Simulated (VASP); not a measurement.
# Re (P-3m1) in VASP: notebook, part 3 of 3

VASP 6.6.1. Earlier steps stand in the parts before.

### 5 Single point, PBEsol (atoms displaced along a vibrational mode, the cell strained)

Contents of INCAR:

```
SYSTEM = Re
ALGO     = Normal         ! electronic algorithm
EDIFF    = 1E-6           ! SCF threshold, eV
ENCUT    = 560            ! plane-wave cutoff, eV
GGA      = PS             ! functional
GGA_COMPAT= .FALSE.      
ISIF     = 2              ! what is computed and relaxed
ISMEAR   = 0              ! smearing method
LASPH    = .TRUE.         ! aspherical terms in the spheres
LCHARG   = .FALSE.        ! write CHGCAR
LREAL    = .FALSE.        ! projectors in reciprocal space
LWAVE    = .FALSE.        ! write WAVECAR
NBANDS   = 22             ! bands
NELM     = 120            ! most SCF steps
PREC     = Accurate       ! precision mode
SIGMA    = 0.15           ! smearing width, eV
```

Contents of KPOINTS:

```
k-points
0
G
  18 18 10
  0 0 0
```

Contents of POSCAR:

```
Re
1.0
    2.7274678575      0.0000000000      0.0000000000
   -1.3637339288      2.3620564526      0.0000000000
    0.0000000000      0.0000000000      4.4064109239
Re
2
Direct
    0.3333333333      0.6666666667      0.2031878430
    0.6666666667      0.3333333333      0.7968121570
```

Potentials or basis: VASP PAW PBE potentials, release 64 (Re_sv_GW).

The run is started by

```bash
$ cat potpaw_PBE.64/Re_sv_GW/POTCAR > POTCAR
$ mpirun -np 1 vasp_std > vasp.out
```

OUTCAR:

```text
SYSTEM = Re
   EDIFF = 1E-6
   ENCUT = 560
   GGA = PS
   ISIF = 2
   ISMEAR = 0
   LASPH = .TRUE.
   LREAL = .FALSE.
   NELM = 120
   PREC = Accurate

 ion  position               nearest neighbor table
   1  0.333  0.667  0.203-   2 2.38   2 2.38   2 2.38   2 3.05   2 3.05   2 3.05
   2  0.667  0.333  0.797-   1 2.38   1 2.38   1 2.38   1 3.05   1 3.05   1 3.05

  LATTYP: Found a hexagonal cell.
 ALAT       =     2.7274678575
 C/A-ratio  =     1.6155684151

  Lattice vectors:

 A1 = (   2.7274678575,   0.0000000000,   0.0000000000)
 A2 = (  -1.3637339288,   2.3620564526,   0.0000000000)
 A3 = (   0.0000000000,   0.0000000000,   4.4064109239)

Analysis of symmetry for initial positions (statically):
=====================================================================
 Subroutine PRICEL returns:
 Original cell was already a primitive cell.

 Routine SETGRP: Setting up the symmetry group for a
 hexagonal supercell.

 Subroutine GETGRP returns: Found 12 space group operations
 (whereof 12 operations were pure point group operations)
 out of a pool of 24 trial point group operations.

The static configuration has the point symmetry D_3d.

[... 158 lines left out ...]

  energy without entropy =      -28.82108702  energy(sigma->0) =      -28.82951578

 E-fermi :  13.5213     XC(G=0): -14.4473

 val. band max:       13.5198400299   @ k =   0.3333   0.3333   0.0000
 cond. band min:      13.5241658125   @ k =   0.4444   0.1111   0.4000
 fundamental gap:      0.0043257827
 Fermi energy:        13.5213248113

 k-point     1 :       0.0000    0.0000    0.0000
  band No.  band energies     occupation
      1     -66.4496      2.00000
      2     -66.0926      2.00000
      3     -29.2363      2.00000
      4     -27.8636      2.00000
      5     -27.8636      2.00000
      6     -27.3882      2.00000
[... 589 lines left out ...]
     21      23.3551      0.00000
     22      24.5247      0.00000

 [... further k-points ...]

------------------------ aborting loop because EDIFF is reached ----------------------------------------

  FORCE on cell =-STRESS in cart. coord.  units (eV):
  Direction    XX          YY          ZZ          XY          YZ          ZX
  --------------------------------------------------------------------------------------
  -------------------------------------------------------------------------------------
  Total        6.5414218      6.5414218      9.9513710     -0.0000000      0.0000000      0.0000000
  in kB      369.1882128    369.1882128    561.6407230     -0.0000000      0.0000000      0.0000000
  external PRESSURE =     433.3390495 kB  Pullay stress =       0.0000000 kB

 VOLUME and BASIS-vectors are now :
 -----------------------------------------------------------------------------
  energy-cutoff  :      560.00
  volume of cell :       28.39
      direct lattice vectors                 reciprocal lattice vectors
     2.727467858  0.000000000  0.000000000     0.366640434  0.211679953  0.000000000
    -1.363733929  2.362056453  0.000000000     0.000000000  0.423359907  0.000000000
     0.000000000  0.000000000  4.406410924     0.000000000  0.000000000  0.226942066

 POSITION                                       TOTAL-FORCE (eV/Angst)
 -----------------------------------------------------------------------------------
     -0.00000      1.57470      0.89533        -0.000000      0.000000      7.756809
      1.36373      0.78735      3.51108         0.000000     -0.000000     -7.756809
 -----------------------------------------------------------------------------------
    total drift:                                0.000000     -0.000000     -0.000000

  FREE ENERGIE OF THE ION-ELECTRON SYSTEM (eV)
  ---------------------------------------------------
  free  energy   TOTEN  =       -28.8379445460 eV

  energy  without entropy=      -28.8210870206  energy(sigma->0) =      -28.82951578
```

stdout:

```text
POSCAR found type information on POSCAR Re
 POSCAR found :  1 types and       2 ions
 scaLAPACK will be used
 -----------------------------------------------------------------------------
|                                                                             |
|                                                                             |
|     You enforced a specific xc type in the INCAR file but a different       |
|     I HOPE YOU KNOW WHAT YOU ARE DOING!                                     |
|                                                                             |
 -----------------------------------------------------------------------------

 LDA part: xc-table for (Slater+PW92), standard interpolation
 POSCAR, INCAR and KPOINTS ok, starting setup
 FFT: planning ... GRIDC
 FFT: planning ... GRID_SOFT
 FFT: planning ... GRID
 WAVECAR not read
 entering main loop
```

Run time: 2.4 min. Hardware: 1 thread of Intel Xeon Platinum 8488C (Sapphire Rapids), shared host; peak memory 0.32 GiB.

What came out:

- Free energy: -28.8379 eV
- Pressure: 43.3 GPa
- Largest force: 7.757 eV/Å
- Band gap on the k mesh: zero (bands 15 and 16 overlap by 3.02 eV)

Forces on the atoms (eV/Å):
```
Re   0.000  0.000  7.757
Re   0.000  0.000 -7.757
```

Stress tensor (GPa, compression positive):
```
36.92  0.00  0.00
 0.00 36.92  0.00
 0.00  0.00 56.16
```

Caveat: the cell differs from its parent crystal (atoms displaced along a vibrational mode, the cell strained); the stress differs along the axes, from 37 to 56 GPa; the PAW data sets were made with another functional, which shifts forces and pressure a little; spin-orbit coupling is left out, which moves the levels of the heavy elements.

### 6 Single point, PBEsol (atoms displaced along a vibrational mode, the cell strained)

Contents of INCAR:

```
  PREC = Accurate
  ENCUT = 560
  EDIFF = 1E-6
  ISMEAR = 0
  SIGMA = 0.15
  LREAL = F
  LASPH = T
  NELM = 120
  ALGO = Normal
  ISIF = 2
  LWAVE = F
  LCHARG = T
  GGA = PS
  LELF = T
  LVHAR = T
  NBANDS = 22
  GGA_COMPAT = F
```

Contents of KPOINTS:

```
regular mesh
0
Gamma
  18 18 10
```

Contents of POSCAR:

```
Re
1.0
    2.7962252402      0.0000000000      0.0000000000
   -1.3981126201      2.4216020927      0.0000000000
    0.0000000000      0.0000000000      4.5174931797
Re
2
Direct
    0.3333333333      0.6666666667      0.2031878430
    0.6666666667      0.3333333333      0.7968121570
```

Potentials or basis: VASP PAW PBE potentials, release 64 (Re_sv_GW).

The run is started by

```bash
$ cat potpaw_PBE.64/Re_sv_GW/POTCAR > POTCAR
$ mpirun -np 1 vasp_std > vasp.out
```

Run time: 2.6 min. Hardware: 1 thread of AMD EPYC 9R45 (Zen 5), shared host; peak memory 0.3 GiB.

Results (log left out):

* Free energy: -29.2078 eV
* Pressure: 9.3 GPa
* Largest force: 5.370 eV/Å
* Band gap on the k mesh: zero (bands 15 and 16 overlap by 2.63 eV)

Forces on the atoms (eV/Å):
```
Re   0.000  0.000  5.370
Re   0.000  0.000 -5.370
```

Stress tensor (GPa, compression positive):
```
 3.70  0.00  0.00
 0.00  3.70  0.00
 0.00  0.00 20.35
```

Levels at points of the mesh, in eV from the Fermi level:
```tsv
k point	band 12	band 13	band 14	band 15	band 16	band 17	band 18	band 19
(0.00, 0.00, 0.00)	-2.27	-2.01	-2.01	-1.63	1.04	1.04	2.07	3.93
(0.50, 0.00, 0.00)	-2.44	-1.55	-1.10	0.01	3.41	3.81	5.02	5.70
(0.00, 0.00, 0.50)	-2.41	-2.41	-2.31	-2.31	0.27	1.99	1.99	3.83
(0.50, 0.00, 0.50)	-2.55	-1.61	0.91	1.22	2.13	2.82	3.51	4.44
```

Caveat: the cell differs from its parent crystal (atoms displaced along a vibrational mode, the cell strained); the stress differs along the axes, from 4 to 20 GPa; the PAW data sets were made with another functional, which shifts forces and pressure a little; spin-orbit coupling is left out, which moves the levels of the heavy elements.

### 7 Single point, PBEsol (atoms displaced along a vibrational mode, the cell strained)

Contents of INCAR:

```
PREC = Accurate
ENCUT = 560
EDIFF = 1E-6
ISMEAR = 0
SIGMA = 0.15
LREAL = False
LASPH = True
NELM = 120
ALGO = Normal
ISIF = 2
LWAVE = False
LCHARG = True
GGA = PS
LELF = True
LVHAR = True
NBANDS = 22
GGA_COMPAT = False
```

KPOINTS is that of step 6.

Contents of POSCAR:

```
Re
1.0
    2.7043653769      0.0000000000      0.0000000000
   -1.3521826885      2.3420491175      0.0000000000
    0.0000000000      0.0000000000      4.3690872859
Re
2
Direct
    0.3333333333      0.6666666667      0.2187843934
    0.6666666667      0.3333333333      0.7812156066
```

The run is started by

```bash
$ cat potpaw_PBE.64/Re_sv_GW/POTCAR > POTCAR
$ mpirun -np 1 vasp_std > vasp.out
```

It took 2.6 min on 1 thread of Intel Xeon Platinum 8488C (Sapphire Rapids), shared host; peak memory 0.32 GiB.

Results (log left out):

- Free energy: -29.5101 eV
- Pressure: 35.9 GPa
- Largest force: 4.698 eV/Å
- Band gap on the k mesh: zero (bands 15 and 16 overlap by 3.33 eV)

Forces in eV/Å, atoms in the order of the input:
```
Re   0.000  0.000  4.698
Re   0.000  0.000 -4.698
```

Stress tensor (GPa, compression positive):
```
31.49  0.00  0.00
 0.00 31.49  0.00
 0.00  0.00 44.60
```

Levels at points of the mesh, in eV from the Fermi level:
```
           k point  band 13  band 14  band 15  band 16  band 17  band 18
(0.00, 0.00, 0.00)    -1.74    -1.48    -1.48     0.83     0.83     1.70
(0.50, 0.00, 0.00)    -1.53    -1.21    -0.23     4.30     4.70     5.53
(0.00, 0.00, 0.50)    -2.23    -2.05    -2.05    -0.61     2.40     2.40
(0.50, 0.00, 0.50)    -0.94     1.24     1.36     1.90     4.07     4.46
```

Caveat: the cell differs from its parent crystal (atoms displaced along a vibrational mode, the cell strained); the stress differs along the axes, from 31 to 45 GPa; the PAW data sets were made with another functional, which shifts forces and pressure a little; spin-orbit coupling is left out, which moves the levels of the heavy elements.

### 8 Overview

```csv
cell,gap on the mesh (eV),pressure (GPa),largest force (eV/Å)
"a = 2.773, b = 2.773, c = 4.480 Å, angles 90.0, 90.0, 120.0°, 2 atoms, atomic positions A",none,1.8,3.10
"a = 2.750, b = 2.750, c = 4.443 Å, angles 90.0, 90.0, 120.0°, 2 atoms, atomic positions B",none,30.7,6.91
"a = 2.750, b = 2.750, c = 4.443 Å, angles 90.0, 90.0, 120.0°, 2 atoms, atomic positions A",none,11.9,3.60
"a = 2.727, b = 2.727, c = 4.406 Å, angles 90.0, 90.0, 120.0°, 2 atoms, atomic positions B",none,43.3,7.76
"a = 2.796, b = 2.796, c = 4.517 Å, angles 90.0, 90.0, 120.0°, 2 atoms, atomic positions B",none,9.3,5.37
"a = 2.704, b = 2.704, c = 4.369 Å, angles 90.0, 90.0, 120.0°, 2 atoms, atomic positions A",none,35.9,4.70
```

Alike in all rows: task single point; level PBEsol; potentials or basis VASP PAW PBE potentials, release 64 (Re_sv_GW); no spin polarisation; k mesh 18 × 18 × 10; cutoff (eV) 560; smearing gaussian 0.15 eV.

Caveats: the PAW data sets were made with another functional, which shifts forces and pressure a little; spin-orbit coupling is left out, which moves the levels of the heavy elements; the stress differs along the axes, from -2 to 9 GPa (at least some runs); the stress differs along the axes, from 25 to 43 GPa (at least some runs); the stress differs along the axes, from 8 to 20 GPa (at least some runs); the stress differs along the axes, from 37 to 56 GPa (at least some runs); the stress differs along the axes, from 4 to 20 GPa (at least some runs).

Total energies depend on the potentials used, so only differences within one code and one set of settings carry meaning.
